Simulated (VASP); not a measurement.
Wanted: the native input for a VASP 6.6.1 run.

```yaml
Task: relaxation of shape and atoms at fixed volume
Functional: PBE
Potentials_or_basis: VASP PAW PBE potentials, release 64 (Pd)
Cutoff: 500 eV
k_mesh: 17 × 17 × 9
Occupations: fermi-dirac, width 0.1 eV
Spin: no spin polarisation
Dipole_correction: no
Further_INCAR_settings: ALGO = Normal; EDIFF = 1e-07; IBRION = 2; EDIFFG = -0.005; NSW = 50; ISIF = 4
```

The structure of Pd lies in POSCAR:

```
Pd
1.0
    2.3434363088      0.0000000000      0.0000000000
   -1.1717181544      2.0294753756      0.0000000000
    0.0000000000      0.0000000000      3.8930163647
Pd
2
Direct
    0.3333333333      0.6666666667      0.2500000000
    0.6666666667      0.3333333333      0.7500000000
```

One way to write it, as run:

INCAR

```
ALGO = Normal
EDIFF = 1E-7
EDIFFG = -0.005
ENCUT = 500
GGA = PE
GGA_COMPAT = F
IBRION = 2
ISIF = 4
ISMEAR = -1
LASPH = T
LCHARG = F
LREAL = F
LWAVE = F
NELM = 120
NELMIN = 4
NSW = 50
PREC = Accurate
SIGMA = 0.1
```

KPOINTS

```
k-points
0
Gamma
  17 17 9
```

Potentials or basis: VASP PAW PBE potentials, release 64 (Pd).

Launch:

```console
$ cat potpaw_PBE.64/Pd/POTCAR > POTCAR
$ mpirun -np 1 vasp_std > vasp.out
```

It gave:

The energy gained by relaxing is 0.0 meV/atom and the ionic steps are 3. The pressure after relaxing is 325.4 GPa and the band gap on the k mesh is zero (band 10 reaches 20.67 eV, above the bottom of band 11 at 18.86 eV).

It took 3 min on 1 thread of AMD EPYC 7R13, on a shared host, peak memory 0.12 GiB.
